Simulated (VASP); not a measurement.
Write the native input for VASP 6.6.1 that does the following.

```yaml
Task: single point
Functional: PBE
Potentials_or_basis: VASP PAW PBE potentials, release 64 (Pt, Se)
Cutoff: 520 eV
k_mesh: 8 × 8 × 7
Occupations: fermi-dirac, width 0.05 eV
Spin: no spin polarisation
Hubbard_terms: Pt d U = 6.0 eV
Dipole_correction: no
Further_INCAR_settings: ALGO = Normal; EDIFF = 1e-06; NBANDS = 15
```

The structure of PtSe lies in POSCAR:

```
PtSe
1.0
    3.7018703300      0.0000000000      0.0000000000
   -1.8509351600      3.2059137500      0.0000000000
    0.0000000000      0.0000000000      3.6128420300
Pt Se
1 1
Direct
    0.0000000000      0.0000000000      0.0000000000
    0.6666666667      0.3333333333      0.5000000000
```

The input as run:

INCAR

```
  PREC = Accurate
  ENCUT = 520
  EDIFF = 1E-6
  ISMEAR = -1
  SIGMA = 0.05
  LREAL = F
  LASPH = T
  NELM = 150
  ALGO = Normal
  ISIF = 2
  LWAVE = F
  LCHARG = F
  LMAXMIX = 4
  LDAU = T
  LDAUTYPE = 2
  LDAUL = 2 -1
  LDAUU = 6 0
  LDAUJ = 0 0
  LDAUPRINT = 1
  GGA = PE
  NBANDS = 15
```

KPOINTS

```
Automatic mesh
0
Gamma
  8 8 7
```

Potentials or basis: VASP PAW PBE potentials, release 64 (Pt, Se).

Command:

```bash
$ cat potpaw_PBE.64/Pt/POTCAR potpaw_PBE.64/Se/POTCAR > POTCAR
$ mpirun -np 1 vasp_std > vasp.out
```

Results of the run:

The pressure is -14.1 GPa and the band gap on the k mesh is zero (band 8 reaches 5.83 eV, above the bottom of band 9 at 5.00 eV).

Caveat: spin-orbit coupling is left out, which moves the levels of the heavy elements; U without spin polarisation on a metal has little footing.

Run time: 30 s on 1 thread of Intel Xeon 8259CL (shared host), peak memory 0.17 GiB.
